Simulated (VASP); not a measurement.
# NaNb16 (a cell with a defect) in VASP: notebook

Runs on NaNb16 (a cell with a defect). Level: PBE. Tasks: single point.

Program: VASP 6.6.1. These are calculated values, not measurements. Logs are shortened: lines on timing, memory, paths and dates and some standing lists are left out, and cuts for length are marked.

### Step 1. The cell of the first run

The cell holds a defect, 17 atoms: a = 6.600 Å, b = 6.600 Å, c = 6.600 Å, α = 90.00°, β = 90.00°, γ = 90.00°.

### Step 2. Single point, PBE

File INCAR:

```
SYSTEM = NaNb16
  PREC = Accurate
  ENCUT = 520
  EDIFF = 1E-6
  ISMEAR = -1
  SIGMA = 0.1
  LREAL = Auto
  LASPH = .TRUE.
  NELM = 60
  ALGO = Normal
  ISIF = 2
  LWAVE = .FALSE.
  LCHARG = .FALSE.
  GGA = PE
  NBANDS = 122
```

File KPOINTS:

```
Automatic mesh
0
G
  2 2 2
  0 0 0
```

File POSCAR:

```
NaNb16
1.0
    6.6000000000      0.0000000000      0.0000000000
    0.0000000000      6.6000000000      0.0000000000
    0.0000000000      0.0000000000      6.6000000000
Nb Na
16 1
Direct
   -0.0018939394      0.0148181818     -0.0410606061
    0.4979393939     -0.0009393939     -0.0123636364
    0.0404242424      0.5007121212      0.0269393939
    0.0120757576      0.0366818182      0.4717727273
    0.2603030303      0.2819242424      0.2579242424
    0.4946212121      0.4636969697      0.0090606061
    0.4361666667      0.0250303030      0.4298939394
    0.7691060606      0.2451212121      0.2522121212
    0.0009242424      0.5273787879      0.5254242424
    0.2624696970      0.7613939394      0.2158030303
    0.2676515152      0.2522424242      0.7342272727
    0.5195909091      0.4979393939      0.5171363636
    0.7511515152      0.7357121212      0.2357575758
    0.7425606061      0.2586363636      0.7395757576
    0.2589848485      0.7577575758      0.7323484848
    0.7514090909      0.6750757576      0.8926818182
    0.7133636364     -0.1320151515      0.6044848485
```

Potentials or basis: VASP PAW PBE potentials, release 64 (Nb_sv, Na_pv).

Started as:

```console
> cat potpaw_PBE.64/Nb_sv/POTCAR potpaw_PBE.64/Na_pv/POTCAR > POTCAR
> mpirun -np 1 vasp_std > vasp.out
```

OUTCAR:

```text
SYSTEM = NaNb16
   PREC = Accurate
   ENCUT = 520
   EDIFF = 1E-6
   ISMEAR = -1
   LREAL = Auto
   LASPH = .TRUE.
   NELM = 60
   ISIF = 2
   GGA = PE

 ion  position               nearest neighbor table
   1  0.998  0.015  0.959-  14 2.74  11 2.80  16 2.81  15 2.84   8 2.89  10 2.95
   2  0.498  0.999  0.988-  10 2.67  16 2.79  15 2.80  11 2.81  14 2.87  13 2.91   7 2.95   8 2.98
                             5 3.02
   3  0.040  0.501  0.027-  16 2.40   5 2.55  10 2.58  13 2.82   8 2.87  11 2.94  15 2.96   6 3.01

   4  0.012  0.037  0.472-  17 2.43   8 2.56   5 2.70  11 2.81   7 2.81  14 2.90  10 2.98  15 3.00

   5  0.260  0.282  0.258-   7 2.35   3 2.55   6 2.56   4 2.70  12 2.81   9 2.94   2 3.02
   6  0.495  0.464  0.009-  16 2.33   5 2.56  11 2.74  14 2.77   8 2.82  10 2.84  13 2.89   3 3.01

   7  0.436  0.025  0.430-   5 2.35  17 2.40  10 2.52  11 2.74   4 2.81   8 2.88  15 2.91   2 2.95

   8  0.769  0.245  0.252-   4 2.56   6 2.82   3 2.87   7 2.88   1 2.89  12 2.92   2 2.98   9 3.01

   9  0.001  0.527  0.525-  15 2.66  14 2.84  13 2.87  11 2.88   5 2.94   8 3.01
  10  0.262  0.761  0.216-   7 2.52   3 2.58   2 2.67   6 2.84   1 2.95   4 2.98
  11  0.268  0.252  0.734-  12 2.73   6 2.74   7 2.74   1 2.80   4 2.81   2 2.81   9 2.88   3 2.94

  12  0.520  0.498  0.517-  14 2.61  11 2.73   5 2.81  15 2.81  17 2.82  13 2.87   8 2.92
  13  0.751  0.736  0.236-  16 2.30  17 2.60   3 2.82  12 2.87   9 2.87   6 2.89   2 2.91
  14  0.743  0.259  0.740-  12 2.61  17 2.73   1 2.74   6 2.77   9 2.84   2 2.87   4 2.90  16 2.93

  15  0.259  0.758  0.732-   9 2.66   2 2.80  12 2.81   1 2.84   7 2.91   3 2.96   4 3.00
  16  0.751  0.675  0.893-  13 2.30  17 2.30   6 2.33   3 2.40   2 2.79   1 2.81  14 2.93
  17  0.713  0.868  0.604-  16 2.30   7 2.40   4 2.43  13 2.60  14 2.73  12 2.82

  LATTYP: Found a simple cubic cell.
 ALAT       =     6.6000000000

  Lattice vectors:

 A1 = (   6.6000000000,   0.0000000000,   0.0000000000)
 A2 = (   0.0000000000,   6.6000000000,   0.0000000000)
 A3 = (   0.0000000000,   0.0000000000,   6.6000000000)

Analysis of symmetry for initial positions (statically):
=====================================================================
 Subroutine PRICEL returns:
 Original cell was already a primitive cell.

 Routine SETGRP: Setting up the symmetry group for a
 simple cubic supercell.

 Subroutine GETGRP returns: Found  1 space group operations
 (whereof  1 operations were pure point group operations)
 out of a pool of 48 trial point group operations.

The static configuration has the point symmetry C_1 .

Analysis of symmetry for dynamics (positions and initial velocities):
=====================================================================
 Subroutine PRICEL returns:
 Original cell was already a primitive cell.

 Routine SETGRP: Setting up the symmetry group for a
 simple cubic supercell.

 Subroutine GETGRP returns: Found  1 space group operations
 (whereof  1 operations were pure point group operations)
 out of a pool of 48 trial point group operations.

The dynamic configuration has the point symmetry C_1 .

 Subroutine INISYM returns: Found  1 space group operations
 (whereof  1 operations are pure point group operations),
 and found     1 'primitive' translations

----------------------------------------------------------------------------------------

                                     Primitive cell

  volume of cell :     287.4960

  direct lattice vectors                    reciprocal lattice vectors
     6.600000000  0.000000000  0.000000000     0.151515152  0.000000000  0.000000000
     0.000000000  6.600000000  0.000000000     0.000000000  0.151515152  0.000000000
     0.000000000  0.000000000  6.600000000     0.000000000  0.000000000  0.151515152

  length of vectors
     6.600000000  6.600000000  6.600000000     0.151515152  0.151515152  0.151515152

  position of ions in fractional coordinates (direct lattice)
     0.998106061  0.014818182  0.958939394
     0.497939394  0.999060606  0.987636364
     0.040424242  0.500712121  0.026939394
     0.012075758  0.036681818  0.471772727
     0.260303030  0.281924242  0.257924242
     0.494621212  0.463696970  0.009060606
[... 9 lines left out ...]
     0.751409091  0.675075758  0.892681818
     0.713363636  0.867984849  0.604484849

  ion indices of the primitive-cell ions
   primitive index   ion index
                 1           1
                 2           2
                 3           3
                 4           4
                 5           5
                 6           6
[... 9 lines left out ...]
                16          16
                17          17

----------------------------------------------------------------------------------------

 KPOINTS: Automatic mesh

Automatic generation of k-mesh.
 Grid dimensions read from file:
 generate k-points for:    2    2    2

 Generating k-lattice:

  Cartesian coordinates                     Fractional coordinates (reciprocal lattice)
     0.075757576  0.000000000  0.000000000     0.500000000  0.000000000  0.000000000
     0.000000000  0.075757576  0.000000000     0.000000000  0.500000000  0.000000000
     0.000000000  0.000000000  0.075757576     0.000000000  0.000000000  0.500000000

  Length of vectors
     0.075757576  0.075757576  0.075757576

  Shift w.r.t. Gamma in fractional coordinates (k-lattice)
     0.000000000  0.000000000  0.000000000

 Subroutine IBZKPT returns following result:
 ===========================================

 Found      8 irreducible k-points:

 Following reciprocal coordinates:
            Coordinates               Weight
  0.000000  0.000000  0.000000      1.000000
  0.500000  0.000000  0.000000      1.000000
  0.000000  0.500000  0.000000      1.000000
  0.000000  0.000000  0.500000      1.000000
  0.500000  0.500000  0.000000      1.000000
  0.000000  0.500000  0.500000      1.000000
  0.500000  0.000000  0.500000      1.000000
  0.500000  0.500000  0.500000      1.000000
   k-points           NKPTS =      8   k-points in BZ     NKDIM =      8   number of bands    NBANDS=    122
   number of dos      NEDOS =    301   number of ions     NIONS =     17
   total plane-waves  NPLWV = 125000
   dimension x,y,z NGX =    50 NGY =   50 NGZ =   50
   dimension x,y,z NGXF=   100 NGYF=  100 NGZF=  100
   ions per type =              16   1
   NGX,Y,Z   is equivalent  to a cutoff of  12.59, 12.59, 12.59 a.u.
   NGXF,Y,Z  is equivalent  to a cutoff of  25.19, 25.19, 25.19 a.u.
 SYSTEM =  NaNb16
   PREC   = accura    normal or accurate (medium, high low for compatibility)
   ISTART =      0    job   : 0-new  1-cont  2-samecut
   ICHARG =      2    charge: 1-file 2-atom 10-const
   ISPIN  =      1    spin polarized calculation?
   LNONCOLLINEAR =      F non collinear calculations
   LSORBIT =      F    spin-orbit coupling
   LASPH  =      T    aspherical Exc in radial PAW
   ENCUT  =  520.0 eV  38.22 Ry    6.18 a.u.  12.27 12.27 12.27*2*pi/ulx,y,z
   NELM   =     60;   NELMIN=  2; NELMDL= -5     # of ELM steps
   EDIFF  = 0.1E-05   stopping-criterion for ELM
   LREAL  =      T    real-space projection
   EDIFFG = 0.1E-04   stopping-criterion for IOM
   NSW    =      0    number of steps for IOM
[... 5 lines left out ...]
   TEBEG  =    0.0;   TEEND  =   0.0 temperature during run
   PSTRESS=    0.0 pullay stress
   NELECT =     215.0000    total number of electrons
   NUPDOWN=      -1.0000    fix difference up-down
   EMIN   =  10.00;   EMAX   =-10.00  energy-range for DOS
   EFERMI =   0.00;   METHOD = LEGACY
   ISMEAR =    -1;   SIGMA  =   0.10  broadening in eV -4-tet -1-fermi 0-gaus
   EFERMI_NEDOS =   21; number of points for ismear=-14 and -15
   IALGO  =     38    algorithm
   IMIX   =      4    mixing-type and parameters
     AMIX     =   0.40;   BMIX     =  1.00
     AMIX_MAG =   1.60;   BMIX_MAG =  1.00
  volume/ion in A,a.u.               =      16.91       114.12
  Fermi-wavevector in a.u.,A,eV,Ry     =   1.485971  2.808078 30.043165  2.208110
  Thomas-Fermi vector in A             =   2.599316
   LORBIT       =      0    0 simple, 1 ext, 2 COOP (PROOUT), +10 PAW based schemes
   GGA     = PE    functional components
   LHFCALC =     F    Hartree Fock is set to
   AEXX    =    0.0000 exact exchange contribution
   IVDW    =     0    specifies the selected vdW correction
   LEPSILON=     F    determine dielectric tensor
   LRPA    =     F    only Hartree local field effects (RPA)
 non-spin polarized calculation
  energy-cutoff  :      520.00
  volume of cell :      287.50
 maximum number of plane-waves:      7809
 NGX is ok and might be reduce to    50
   NGX = 25   NGY = 25   NGZ = 25

 number of electron     215.0000004 magnetization

 Free energy of the ion-electron system (eV)
  ---------------------------------------------------
  ext. energy  EPLUGINS =         0.00000000
  ---------------------------------------------------
  free energy    TOTEN  =      -155.39571222 eV

  energy without entropy =     -154.88540843  energy(sigma->0) =     -155.14056032

 E-fermi :  11.7079     XC(G=0): -12.5998

 val. band max:       11.6879454159   @ k =   0.5000   0.0000   0.0000
 cond. band min:      11.7953408030   @ k =   0.5000   0.5000   0.0000
 fundamental gap:      0.1073953870
 Fermi energy:        11.7078713740

 k-point     1 :       0.0000    0.0000    0.0000
  band No.  band energies     occupation
      1     -42.9648      2.00000
      2     -42.7886      2.00000
      3     -42.7465      2.00000
      4     -42.7159      2.00000
      5     -42.6643      2.00000
      6     -42.6521      2.00000
[... 111 lines left out ...]
    118      13.3931      0.00000
    119      13.5549      0.00000

 k-point     2 :       0.5000    0.0000    0.0000
  band No.  band energies     occupation
      1     -42.9102      2.00000
      2     -42.8465      2.00000
      3     -42.7491      2.00000
      4     -42.7192      2.00000
      5     -42.6860      2.00000
      6     -42.6500      2.00000
[... 727 lines left out ...]
      2     -42.7778      2.00000
      3     -42.7642      2.00000
      4     -42.7363      2.00000
      5     -42.7069      2.00000
      6     -42.6921      2.00000
[... 111 lines left out ...]
    118      13.3319      0.00000
    119      13.6038      0.00000
 [bands above 119 left out]

------------------------ aborting loop because EDIFF is reached ----------------------------------------

  FORCE on cell =-STRESS in cart. coord.  units (eV):
  Direction    XX          YY          ZZ          XY          YZ          ZX
  --------------------------------------------------------------------------------------
  -------------------------------------------------------------------------------------
  Total       34.1246978     33.1987430     35.0289043      0.1094999     -3.8873721      0.9511568
  in kB      190.1724450    185.0122208    195.2114686      0.6102283    -21.6638127      5.3006716
  external PRESSURE =     190.1320448 kB  Pullay stress =       0.0000000 kB

 VOLUME and BASIS-vectors are now :
 -----------------------------------------------------------------------------
  energy-cutoff  :      520.00
  volume of cell :      287.50
      direct lattice vectors                 reciprocal lattice vectors
     6.600000000  0.000000000  0.000000000     0.151515152  0.000000000  0.000000000
     0.000000000  6.600000000  0.000000000     0.000000000  0.151515152  0.000000000
     0.000000000  0.000000000  6.600000000     0.000000000  0.000000000  0.151515152

 POSITION                                       TOTAL-FORCE (eV/Angst)
 -----------------------------------------------------------------------------------
      6.58750      0.09780      6.32900         0.259112      0.104660      0.964297
      3.28640      6.59380      6.51840         0.027772      0.729175     -0.721807
      0.26680      3.30470      0.17780         0.733062     -1.641473     -0.953599
      0.07970      0.24210      3.11370         0.946037     -0.291804     -0.077638
      1.71800      1.86070      1.70230        -1.477048     -0.161376     -1.510823
      3.26450      3.06040      0.05980        -1.374473     -0.406940      0.551470
[... 9 lines left out ...]
      4.95930      4.45550      5.89170         0.780994      1.301525     -3.388022
      4.70820      5.72870      3.98960        -0.211411     -0.016271      0.444221
 -----------------------------------------------------------------------------------
    total drift:                               -0.003996     -0.001057     -0.001817

  FREE ENERGIE OF THE ION-ELECTRON SYSTEM (eV)
  ---------------------------------------------------
  free  energy   TOTEN  =      -155.3957122194 eV

  energy  without entropy=     -154.8854084255  energy(sigma->0) =     -155.14056032
```

It took 8.8 min on 1 thread of Intel Xeon Platinum 8488C (Sapphire Rapids), shared host; peak memory 0.45 GiB.

Results:

- Free energy: -155.3957 eV
- Pressure: 19.0 GPa
- Largest force: 3.712 eV/Å
- Band gap on the k mesh: zero (an odd number of electrons rules out a gap without spin polarisation)

Forces in eV/Å, atoms in the order of the input:
```
Nb   0.259  0.105  0.964
Nb   0.028  0.729 -0.722
Nb   0.733 -1.641 -0.954
Nb   0.946 -0.292 -0.078
Nb  -1.477 -0.161 -1.511
Nb  -1.374 -0.407  0.551
Nb   1.738 -0.479  1.289
Nb  -0.667  0.133 -0.231
Nb   0.453 -0.485 -0.631
Nb  -0.965 -0.175  1.544
Nb  -1.262  0.496  0.319
Nb  -0.782  0.119 -0.973
Nb   0.658  0.847  1.939
Nb   1.317 -0.261  0.825
Nb  -0.174  0.187  0.610
Nb   0.781  1.302 -3.388
Na  -0.211 -0.016  0.444
```

Levels at points of the mesh, in eV from the Fermi level:
```tsv
k point	band 103	band 104	band 105	band 106	band 107	band 108	band 109	band 110	band 111	band 112
(0.00, 0.00, 0.00)	-0.17	-0.13	0.09	0.19	0.27	0.39	0.58	0.70	0.73	0.85
(0.50, 0.00, 0.00)	-0.32	-0.27	-0.14	-0.02	0.16	0.20	0.30	0.46	0.47	0.71
(0.00, 0.50, 0.00)	-0.34	-0.20	-0.16	-0.03	0.09	0.22	0.32	0.35	0.66	0.72
(0.00, 0.00, 0.50)	-0.37	-0.28	-0.20	-0.07	0.10	0.26	0.35	0.43	0.51	0.58
(0.50, 0.50, 0.00)	-0.59	-0.41	-0.36	-0.22	-0.15	-0.05	0.09	0.18	0.20	0.46
(0.00, 0.50, 0.50)	-0.64	-0.56	-0.48	-0.42	-0.31	-0.24	-0.14	-0.05	0.09	0.47
(0.50, 0.00, 0.50)	-0.67	-0.58	-0.51	-0.42	-0.37	-0.19	-0.13	-0.08	0.23	0.38
(0.50, 0.50, 0.50)	-1.06	-1.04	-0.94	-0.91	-0.83	-0.73	-0.67	-0.58	-0.36	-0.05
```

Caveat: the k points lie up to 0.48 Å⁻¹ apart, too coarse for converged energies and pressures of a metal.

### Step 3. Single point, PBE

File INCAR:

```
SYSTEM = NaNb16
ALGO     = Normal         ! electronic algorithm
EDIFF    = 1E-6           ! SCF threshold, eV
ENCUT    = 520            ! plane-wave cutoff, eV
GGA      = PE             ! functional
ISIF     = 2              ! what is computed and relaxed
ISMEAR   = -1             ! smearing method
LASPH    = .True.         ! aspherical terms in the spheres
LCHARG   = .True.         ! write CHGCAR
LELF     = .True.         ! ELF
LREAL    = Auto         
LVHAR    = .True.       
LWAVE    = .False.        ! write WAVECAR
NBANDS   = 122            ! bands
NELM     = 60             ! most SCF steps
PREC     = Accurate       ! precision mode
SIGMA    = 0.1            ! smearing width, eV
```

File KPOINTS:

```
k-points
0
Gamma
  2 2 2
  0 0 0
```

File POSCAR:

```
NaNb16
1.0
    6.6000000000      0.0000000000      0.0000000000
    0.0000000000      6.6000000000      0.0000000000
    0.0000000000      0.0000000000      6.6000000000
Nb Na
16 1
Direct
    0.0065454545     -0.0139848485      0.0040606061
    0.5052878788      0.0113939394      0.0127727273
    0.0206363636      0.4787727273      0.0051515152
    0.0746818182      0.0336363636      0.4658939394
    0.2565909091      0.2555303030      0.2072575758
    0.4583484848      0.5029545455     -0.0097121212
    0.4861666667      0.0429090909      0.4918787879
    0.7378787879      0.2508939394      0.2518636364
   -0.0088787879      0.4879545455      0.4673181818
    0.2573030303      0.7405757576      0.2464545455
    0.2680151515      0.2638484848      0.7129848485
    0.4906212121      0.5141515152      0.4918787879
    0.7401060606      0.7550606061      0.2511212121
    0.7490000000      0.2716666667      0.7422424242
    0.2494545455      0.7463333333      0.7555151515
    0.7511060606      0.6930303030      0.8899848485
    0.7967424242     -0.1383636364      0.6072575758
```

Potentials or basis: VASP PAW PBE potentials, release 64 (Nb_sv, Na_pv).

Started as:

```console
> cat potpaw_PBE.64/Nb_sv/POTCAR potpaw_PBE.64/Na_pv/POTCAR > POTCAR
> mpirun -np 1 vasp_std > vasp.out
```

It took 8.8 min on 1 thread of Intel Xeon Platinum 8488C (Sapphire Rapids), shared host; peak memory 0.46 GiB.

The run converged. Its results:

```
Free energy            : -155.7762 eV
Pressure               : 18.8 GPa
Largest force          : 2.108 eV/Å
Band gap on the k mesh : zero (an odd number of electrons rules out a gap without spin polarisation)
```

Forces on the atoms (eV/Å):
```
Nb   0.453  1.062 -0.564
Nb   0.057 -0.315 -1.588
Nb  -0.519 -0.562 -0.498
Nb  -0.891  0.027 -0.120
Nb   0.008 -0.334  1.554
Nb   0.925 -1.362  0.734
Nb   0.149 -0.951 -0.177
Nb   0.868  0.314 -0.373
Nb   0.454  0.612  1.011
Nb  -0.821  1.104  0.212
Nb  -1.340 -0.437  1.567
Nb   0.771  0.335  0.017
Nb   0.173 -0.430  0.649
Nb   0.414 -0.587  0.461
Nb  -0.088  0.954 -1.069
Nb  -0.572  0.242 -1.629
Na  -0.040  0.329 -0.184
```

Stress tensor (GPa, compression positive):
```
18.95  0.83 -0.73
 0.83 17.42 -1.95
-0.73 -1.95 20.10
```

Levels at points of the mesh, in eV from the Fermi level:
```
           k point  band 104  band 105  band 106  band 107  band 108  band 109  band 110  band 111
(0.00, 0.00, 0.00)     -0.06      0.08      0.20      0.32      0.42      0.55      0.73      0.81
(0.50, 0.00, 0.00)     -0.20     -0.15      0.04      0.10      0.42      0.44      0.51      0.61
(0.00, 0.50, 0.00)     -0.28     -0.15     -0.03      0.10      0.25      0.29      0.39      0.50
(0.00, 0.00, 0.50)     -0.27     -0.09      0.00      0.16      0.19      0.29      0.39      0.54
(0.50, 0.50, 0.00)     -0.54     -0.47     -0.40     -0.26     -0.21     -0.15      0.16      0.28
(0.00, 0.50, 0.50)     -0.62     -0.51     -0.46     -0.42     -0.26     -0.24      0.09      0.11
(0.50, 0.00, 0.50)     -0.63     -0.46     -0.40     -0.29     -0.25     -0.12      0.09      0.33
(0.50, 0.50, 0.50)     -1.11     -1.08     -1.08     -1.00     -0.83     -0.74     -0.65     -0.48
```

Caveat: the k points lie up to 0.48 Å⁻¹ apart, too coarse for converged energies and pressures of a metal.
